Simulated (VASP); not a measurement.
# Ir (Im-3m) in VASP: a series of runs

Runs on Ir. Level: PBEsol. Tasks: single point, relaxation of cell and atoms.

Program: VASP 6.6.1. These are calculated values, not measurements. Logs are shortened: lines on timing, memory, paths and dates and some standing lists are left out, and cuts for length are marked.

### 1 The cell of the first run

It takes space group Im-3m (No. 229, cubic). Conventional cell: a = 3.076 Å, b = 3.076 Å, c = 3.076 Å, α = 90.00°, β = 90.00°, γ = 90.00°. Within 3.5 Å of Ir (site symmetry m-3m) lie 14 Ir at 2.66 to 3.08 Å.

### 2 Single point, PBEsol

Contents of INCAR:

```
SYSTEM = Ir
PREC     = Accurate       ! precision mode
ENCUT    = 500            ! plane-wave cutoff, eV
EDIFF    = 1E-6           ! SCF threshold, eV
ISMEAR   = 0              ! smearing method
SIGMA    = 0.1            ! smearing width, eV
LREAL    = .False.        ! projectors in reciprocal space
LASPH    = .True.         ! aspherical terms in the spheres
NELM     = 120            ! most SCF steps
ALGO     = Normal         ! electronic algorithm
ISIF     = 2              ! what is computed and relaxed
LWAVE    = .False.        ! write WAVECAR
LCHARG   = .False.        ! write CHGCAR
GGA      = PS             ! functional
NBANDS   = 10             ! bands
GGA_COMPAT= .False.
```

Contents of KPOINTS:

```
Automatic mesh
0
Gamma
  8 8 8
  0 0 0
```

Contents of POSCAR:

```
Ir
1.0
   -1.5381904130      1.5381904130      1.5381904130
    1.5381904130     -1.5381904130      1.5381904130
    1.5381904130      1.5381904130     -1.5381904130
Ir
1
Direct
    0.0000000000      0.0000000000      0.0000000000
```

Potentials or basis: VASP PAW PBE potentials, release 64 (Ir).

On the command line:

```console
cat potpaw_PBE.64/Ir/POTCAR > POTCAR
mpirun -np 1 vasp_std > vasp.out
```

OUTCAR:

```text
SYSTEM = Ir
   PREC = Accurate
   ENCUT = 500
   EDIFF = 1E-6
   ISMEAR = 0
   LREAL = .False.
   LASPH = .True.
   NELM = 120
   ISIF = 2
   GGA = PS

 ion  position               nearest neighbor table
   1  0.000  0.000  0.000-

  LATTYP: Found a body centered cubic cell.
 ALAT       =     3.0763808260

  Lattice vectors:

 A1 = (  -1.5381904130,   1.5381904130,   1.5381904130)
 A2 = (   1.5381904130,  -1.5381904130,   1.5381904130)
 A3 = (   1.5381904130,   1.5381904130,  -1.5381904130)

Analysis of symmetry for initial positions (statically):
=====================================================================
 Subroutine PRICEL returns:
 Original cell was already a primitive cell.

 Routine SETGRP: Setting up the symmetry group for a
 body centered cubic supercell.

 Subroutine GETGRP returns: Found 48 space group operations
[... 9 lines left out ...]

 Routine SETGRP: Setting up the symmetry group for a
 body centered cubic supercell.

 Subroutine GETGRP returns: Found 48 space group operations
[... 11 lines left out ...]
                                     Primitive cell

  volume of cell :      14.5576

  direct lattice vectors                    reciprocal lattice vectors
    -1.538190413  1.538190413  1.538190413     0.000000000  0.325057285  0.325057285
     1.538190413 -1.538190413  1.538190413     0.325057285  0.000000000  0.325057285
     1.538190413  1.538190413 -1.538190413     0.325057285  0.325057285  0.000000000

  length of vectors
     2.664223947  2.664223947  2.664223947     0.459700421  0.459700421  0.459700421

  position of ions in fractional coordinates (direct lattice)
     0.000000000  0.000000000  0.000000000

  ion indices of the primitive-cell ions
   primitive index   ion index
                 1           1

----------------------------------------------------------------------------------------

 KPOINTS: Automatic mesh

Automatic generation of k-mesh.
 Grid dimensions read from file:
 generate k-points for:    8    8    8

 Generating k-lattice:

  Cartesian coordinates                     Fractional coordinates (reciprocal lattice)
     0.000000000  0.040632161  0.040632161     0.125000000  0.000000000  0.000000000
     0.040632161  0.000000000  0.040632161     0.000000000  0.125000000  0.000000000
     0.040632161  0.040632161  0.000000000     0.000000000  0.000000000  0.125000000

  Length of vectors
     0.057462553  0.057462553  0.057462553

[... 48 lines left out ...]
   LNONCOLLINEAR =      F non collinear calculations
   LSORBIT =      F    spin-orbit coupling
   LASPH  =      T    aspherical Exc in radial PAW
   ENCUT  =  500.0 eV  36.75 Ry    6.06 a.u.   4.86  4.86  4.86*2*pi/ulx,y,z
   NELM   =    120;   NELMIN=  2; NELMDL= -5     # of ELM steps
   EDIFF  = 0.1E-05   stopping-criterion for ELM
   LREAL  =      F    real-space projection
   EDIFFG = 0.1E-04   stopping-criterion for IOM
   NSW    =      0    number of steps for IOM
   IBRION =     -1    ionic relax: 0-MD 1-quasi-New 2-CG
   NFREE  =      0    steps in history (QN), initial steepest desc. (CG)
   ISIF   =      2    stress and relaxation
   ISYM   =      2    0-nonsym 1-usesym 2-fastsym
   POTIM  = 0.5000    time-step for ionic-motion
   TEBEG  =    0.0;   TEEND  =   0.0 temperature during run
   PSTRESS=    0.0 pullay stress
   NELECT =       9.0000    total number of electrons
   NUPDOWN=      -1.0000    fix difference up-down
   EMIN   =  10.00;   EMAX   =-10.00  energy-range for DOS
   EFERMI =   0.00;   METHOD = LEGACY
   ISMEAR =     0;   SIGMA  =   0.10  broadening in eV -4-tet -1-fermi 0-gaus
   EFERMI_NEDOS =   21; number of points for ismear=-14 and -15
   IALGO  =     38    algorithm
   IMIX   =      4    mixing-type and parameters
     AMIX     =   0.40;   BMIX     =  1.00
     AMIX_MAG =   1.60;   BMIX_MAG =  1.00
  volume/ion in A,a.u.               =      14.56        98.24
  Fermi-wavevector in a.u.,A,eV,Ry     =   1.394630  2.635468 26.463222  1.944992
  Thomas-Fermi vector in A             =   2.518160
   LORBIT       =      0    0 simple, 1 ext, 2 COOP (PROOUT), +10 PAW based schemes
   GGA     = PS    functional components
   LHFCALC =     F    Hartree Fock is set to
   AEXX    =    0.0000 exact exchange contribution
   IVDW    =     0    specifies the selected vdW correction
   LEPSILON=     F    determine dielectric tensor
   LRPA    =     F    only Hartree local field effects (RPA)
 non-spin polarized calculation
 Gauss-broadening in eV      SIGMA  =   0.10
  energy-cutoff  :      500.00
  volume of cell :       14.56
 maximum number of plane-waves:       378
   NGX =  9   NGY =  9   NGZ =  9

 number of electron       9.0000000 magnetization

 Free energy of the ion-electron system (eV)
  ---------------------------------------------------
  ext. energy  EPLUGINS =         0.00000000
  ---------------------------------------------------
  free energy    TOTEN  =        -9.13262253 eV

  energy without entropy =       -9.11769293  energy(sigma->0) =       -9.12515773

 E-fermi :   9.5146     XC(G=0): -13.9183

 val. band max:        9.5080179621   @ k =  -0.3750  -0.3750   0.1250
 cond. band min:       9.5396063654   @ k =   0.2500   0.2500   0.1250
 fundamental gap:      0.0315884033
 Fermi energy:         9.5146208670

 k-point     1 :       0.0000    0.0000    0.0000
  band No.  band energies     occupation
      1      -1.1204      2.00000
      2       5.9221      2.00000
      3       5.9221      2.00000
      4       5.9221      2.00000
      5       8.9918      2.00000
      6       8.9918      2.00000
      7      26.4527      0.00000
      8      26.4527      0.00000
      9      26.4527      0.00000
     10      37.3530      0.00000
[... 287 lines left out ...]
 k-point    24 :      -0.3750    0.3750    0.2500
  band No.  band energies     occupation
      1       3.6573      2.00000
      2       4.3056      2.00000
      3       6.7581      2.00000
      4       7.5468      2.00000
      5      10.0727      0.00000
      6      11.7781      0.00000
      7      21.5236      0.00000
      8      24.3281      0.00000
      9      26.4149      0.00000
     10      29.6587      0.00000

 [... further k-points ...]
[... 5 lines left out ...]
  --------------------------------------------------------------------------------------
  -------------------------------------------------------------------------------------
  Total        0.0809038      0.0809038      0.0809038     -0.0000000      0.0000000     -0.0000000
  in kB        8.9040811      8.9040811      8.9040811     -0.0000000      0.0000000     -0.0000000
  external PRESSURE =       8.9040811 kB  Pullay stress =       0.0000000 kB

 VOLUME and BASIS-vectors are now :
 -----------------------------------------------------------------------------
  energy-cutoff  :      500.00
  volume of cell :       14.56
      direct lattice vectors                 reciprocal lattice vectors
    -1.538190413  1.538190413  1.538190413     0.000000000  0.325057285  0.325057285
     1.538190413 -1.538190413  1.538190413     0.325057285  0.000000000  0.325057285
     1.538190413  1.538190413 -1.538190413     0.325057285  0.325057285  0.000000000

 POSITION                                       TOTAL-FORCE (eV/Angst)
 -----------------------------------------------------------------------------------
      0.00000      0.00000      0.00000        -0.000000      0.000000     -0.000000
 -----------------------------------------------------------------------------------
    total drift:                                0.000000     -0.000000      0.000000

  FREE ENERGIE OF THE ION-ELECTRON SYSTEM (eV)
  ---------------------------------------------------
  free  energy   TOTEN  =        -9.1326225282 eV

  energy  without entropy=       -9.1176929308  energy(sigma->0) =       -9.12515773
```

stdout:

```text
POSCAR found type information on POSCAR Ir
 POSCAR found :  1 types and       1 ions
 scaLAPACK will be used
 -----------------------------------------------------------------------------
|                                                                             |
|                                                                             |
|     You enforced a specific xc type in the INCAR file but a different       |
|     I HOPE YOU KNOW WHAT YOU ARE DOING!                                     |
|                                                                             |
 -----------------------------------------------------------------------------

 LDA part: xc-table for (Slater+PW92), standard interpolation
 POSCAR, INCAR and KPOINTS ok, starting setup
 FFT: planning ... GRIDC
 FFT: planning ... GRID_SOFT
 FFT: planning ... GRID
 WAVECAR not read
 entering main loop
```

It took 3.5 s on 1 thread of Intel Xeon 6975P-C, shared host; peak memory 0.13 GiB.

Results:

- Free energy: -9.1326 eV
- Pressure: 0.9 GPa

Caveat: the k points lie up to 0.36 Å⁻¹ apart; the PAW data sets were made with another functional, which shifts forces and pressure a little; spin-orbit coupling is left out, which moves the levels of the heavy elements.

### 3 Single point, PBEsol

This run uses another cell than the first one, of 15.74 Å³/atom, 1.081 times its volume.

Contents of INCAR:

```
  ALGO = Normal
  EDIFF = 1E-6
  ENCUT = 500
  GGA = PS
  GGA_COMPAT = False
  ISIF = 2
  ISMEAR = 0
  LASPH = True
  LCHARG = True
  LELF = True
  LREAL = False
  LVHAR = True
  LWAVE = False
  NBANDS = 10
  NELM = 120
  PREC = Accurate
  SIGMA = 0.1
```

Contents of KPOINTS:

```
k-points
0
Gamma
  8 8 8
```

Contents of POSCAR:

```
Ir
1.0
   -1.5788553348      1.5788553348      1.5788553348
    1.5788553348     -1.5788553348      1.5788553348
    1.5788553348      1.5788553348     -1.5788553348
Ir
1
Direct
    0.0000000000      0.0000000000      0.0000000000
```

Potentials or basis: VASP PAW PBE potentials, release 64 (Ir).

On the command line:

```console
cat potpaw_PBE.64/Ir/POTCAR > POTCAR
mpirun -np 1 vasp_std > vasp.out
```

OUTCAR:

```text
EDIFF = 1E-6
   ENCUT = 500
   GGA = PS
   ISIF = 2
   ISMEAR = 0
   LASPH = True
   LREAL = False
   NELM = 120
   PREC = Accurate

 ion  position               nearest neighbor table
   1  0.000  0.000  0.000-

  LATTYP: Found a body centered cubic cell.
 ALAT       =     3.1577106696

  Lattice vectors:

 A1 = (  -1.5788553348,   1.5788553348,   1.5788553348)
 A2 = (   1.5788553348,  -1.5788553348,   1.5788553348)
 A3 = (   1.5788553348,   1.5788553348,  -1.5788553348)

Analysis of symmetry for initial positions (statically):
=====================================================================
 Subroutine PRICEL returns:
 Original cell was already a primitive cell.

 Routine SETGRP: Setting up the symmetry group for a
 body centered cubic supercell.

 Subroutine GETGRP returns: Found 48 space group operations
[... 9 lines left out ...]

 Routine SETGRP: Setting up the symmetry group for a
 body centered cubic supercell.

 Subroutine GETGRP returns: Found 48 space group operations
[... 11 lines left out ...]
                                     Primitive cell

  volume of cell :      15.7430

  direct lattice vectors                    reciprocal lattice vectors
    -1.578855335  1.578855335  1.578855335     0.000000000  0.316685126  0.316685126
     1.578855335 -1.578855335  1.578855335     0.316685126  0.000000000  0.316685126
     1.578855335  1.578855335 -1.578855335     0.316685126  0.316685126  0.000000000

  length of vectors
     2.734657658  2.734657658  2.734657658     0.447860400  0.447860400  0.447860400

  position of ions in fractional coordinates (direct lattice)
     0.000000000  0.000000000  0.000000000

  ion indices of the primitive-cell ions
   primitive index   ion index
                 1           1

----------------------------------------------------------------------------------------

[... 83 lines left out ...]
   EFERMI =   0.00;   METHOD = LEGACY
   ISMEAR =     0;   SIGMA  =   0.10  broadening in eV -4-tet -1-fermi 0-gaus
   EFERMI_NEDOS =   21; number of points for ismear=-14 and -15
   IALGO  =     38    algorithm
   IMIX   =      4    mixing-type and parameters
     AMIX     =   0.40;   BMIX     =  1.00
     AMIX_MAG =   1.60;   BMIX_MAG =  1.00
  volume/ion in A,a.u.               =      15.74       106.24
  Fermi-wavevector in a.u.,A,eV,Ry     =   1.358710  2.567589 25.117606  1.846092
  Thomas-Fermi vector in A             =   2.485520
   LORBIT       =      0    0 simple, 1 ext, 2 COOP (PROOUT), +10 PAW based schemes
   GGA     = PS    functional components
   LHFCALC =     F    Hartree Fock is set to
   AEXX    =    0.0000 exact exchange contribution
   IVDW    =     0    specifies the selected vdW correction
   LEPSILON=     F    determine dielectric tensor
   LRPA    =     F    only Hartree local field effects (RPA)
 non-spin polarized calculation
 Gauss-broadening in eV      SIGMA  =   0.10
  energy-cutoff  :      500.00
  volume of cell :       15.74
 maximum number of plane-waves:       420
   NGX =  9   NGY =  9   NGZ =  9

 number of electron       8.9999999 magnetization

 Free energy of the ion-electron system (eV)
  ---------------------------------------------------
  ext. energy  EPLUGINS =         0.00000000
  ---------------------------------------------------
  free energy    TOTEN  =        -9.05070863 eV

  energy without entropy =       -9.03395289  energy(sigma->0) =       -9.04233076

 E-fermi :   8.2902     XC(G=0): -13.4627

 val. band max:        8.2871220492   @ k =  -0.3750  -0.3750   0.1250
 cond. band min:       8.2995534666   @ k =   0.2500   0.2500   0.1250
 fundamental gap:      0.0124314174
 Fermi energy:         8.2902054051

 k-point     1 :       0.0000    0.0000    0.0000
  band No.  band energies     occupation
      1      -1.5782      2.00000
      2       5.0931      2.00000
      3       5.0931      2.00000
      4       5.0931      2.00000
      5       7.8454      2.00000
      6       7.8454      2.00000
      7      25.1552      0.00000
      8      25.1552      0.00000
      9      25.1552      0.00000
     10      35.0992      0.00000
[... 287 lines left out ...]
 k-point    24 :      -0.3750    0.3750    0.2500
  band No.  band energies     occupation
      1       3.0451      2.00000
      2       3.6865      2.00000
      3       5.8536      2.00000
      4       6.5592      2.00000
      5       8.7822      0.00000
      6      10.3469      0.00000
      7      19.4762      0.00000
      8      22.2036      0.00000
      9      24.3859      0.00000
     10      27.5193      0.00000

 [... further k-points ...]
[... 5 lines left out ...]
  --------------------------------------------------------------------------------------
  -------------------------------------------------------------------------------------
  Total       -2.0935298     -2.0935298     -2.0935298      0.0000000      0.0000000     -0.0000000
  in kB     -213.0603884   -213.0603884   -213.0603884      0.0000000      0.0000000     -0.0000000
  external PRESSURE =    -213.0603884 kB  Pullay stress =       0.0000000 kB

 VOLUME and BASIS-vectors are now :
 -----------------------------------------------------------------------------
  energy-cutoff  :      500.00
  volume of cell :       15.74
      direct lattice vectors                 reciprocal lattice vectors
    -1.578855335  1.578855335  1.578855335     0.000000000  0.316685126  0.316685126
     1.578855335 -1.578855335  1.578855335     0.316685126  0.000000000  0.316685126
     1.578855335  1.578855335 -1.578855335     0.316685126  0.316685126  0.000000000

 POSITION                                       TOTAL-FORCE (eV/Angst)
 -----------------------------------------------------------------------------------
      0.00000      0.00000      0.00000        -0.000000      0.000000      0.000000
 -----------------------------------------------------------------------------------
    total drift:                                0.000000      0.000000      0.000000

  FREE ENERGIE OF THE ION-ELECTRON SYSTEM (eV)
  ---------------------------------------------------
  free  energy   TOTEN  =        -9.0507086301 eV

  energy  without entropy=       -9.0339528880  energy(sigma->0) =       -9.04233076
```

It took 3.7 s on 1 thread of Intel Xeon 6975P-C, shared host; peak memory 0.13 GiB.

What came out:

```
Free energy : -9.0507 eV
Pressure    : -21.3 GPa
```

Caveat: the PAW data sets were made with another functional, which shifts forces and pressure a little; spin-orbit coupling is left out, which moves the levels of the heavy elements.

### 4 Relaxation of cell and atoms, PBEsol

This run uses another cell than the first one, of 15.74 Å³/atom, 1.081 times its volume.

Contents of INCAR:

```
PREC = Accurate
ENCUT = 500
EDIFF = 1E-7
ISMEAR = 0
SIGMA = 0.1
LREAL = F
LASPH = T
NELM = 120
ALGO = Normal
ISIF = 3
LWAVE = F
LCHARG = F
GGA = PS
IBRION = 2
NSW = 90
EDIFFG = -0.04
GGA_COMPAT = F
NELMIN = 4
```

Contents of KPOINTS:

```
regular mesh
0
Gamma
  8 8 8
```

POSCAR is that of step 3.

On the command line:

```console
cat potpaw_PBE.64/Ir/POTCAR > POTCAR
mpirun -np 1 vasp_std > vasp.out
```

Wall time 11 s (1 thread of Intel Xeon 6975P-C, shared host); peak memory 0.13 GiB.

It converged, with:

- Free energy: -9.1333 eV
- Relaxed volume: 14.60 Å³/atom
- Relaxed cell: a = 2.667 Å, b = 2.667 Å, c = 2.667 Å, α = 109.47°, β = 109.47°, γ = 109.47°
- Space group after relaxing (to 0.05 Å): Im-3m (No. 229)
- Energy gained by relaxing: 82.6 meV/atom
- Ionic steps: 5
- Pressure after relaxing: 0.0 GPa

The path:
```tsv
step	energy change (eV)	largest force (eV/Å)	pressure (GPa)	volume (Å³)
1	0.0000	0.0000	-21.30	15.74
2	1.1121	0.0000	153.67	11.44
3	-0.0816	0.0000	-2.67	14.71
4	-0.0825	0.0000	-0.90	14.64
5	-0.0826	0.0000	0.00	14.60
```

Final structure:
```cif
data_structure
_symmetry_space_group_name_H-M 'P 1'
_symmetry_Int_Tables_number 1
_cell_length_a 2.6666
_cell_length_b 2.6666
_cell_length_c 2.6666
_cell_angle_alpha 109.471
_cell_angle_beta 109.471
_cell_angle_gamma 109.471
_cell_volume 14.60
loop_
_atom_site_label
_atom_site_type_symbol
_atom_site_fract_x
_atom_site_fract_y
_atom_site_fract_z
_atom_site_occupancy
Ir1 Ir 0.00000 0.00000 0.00000 1
```

Levels at points of the mesh, in eV from the Fermi level:
```tsv
k point	band 2	band 3	band 4	band 5	band 6	band 7
(0.00, 0.00, 0.00)	-3.58	-3.58	-3.58	-0.52	-0.52	16.94
(0.50, 0.00, 0.00)	-5.40	-0.70	-0.11	-0.02	2.25	7.91
(0.50, 0.50, 0.50)	-6.99	1.54	1.54	1.54	7.87	7.87
```

Caveat: the PAW data sets were made with another functional, which shifts forces and pressure a little; spin-orbit coupling is left out, which moves the levels of the heavy elements.

### 5 The runs side by side

```csv
task,cell,gap on the mesh (eV),pressure (GPa)
single point,"a = 2.664 Å, angles 109.5°, 1 atom",none,0.9
single point,"a = 2.735 Å, angles 109.5°, 1 atom",none,-21.3
relaxation of cell and atoms,"relaxed from a = 2.735 Å, angles 109.5°, 1 atom",none,0.0
```

Alike in all rows: level PBEsol; potentials or basis VASP PAW PBE potentials, release 64 (Ir); no spin polarisation; k mesh 8 × 8 × 8; cutoff (eV) 500; smearing gaussian 0.1 eV.

Caveats: some runs use coarse meshes; the PAW data sets were made with another functional, which shifts forces and pressure a little; spin-orbit coupling is left out, which moves the levels of the heavy elements.

Total energies depend on the potentials used, so only differences within one code and one set of settings carry meaning.
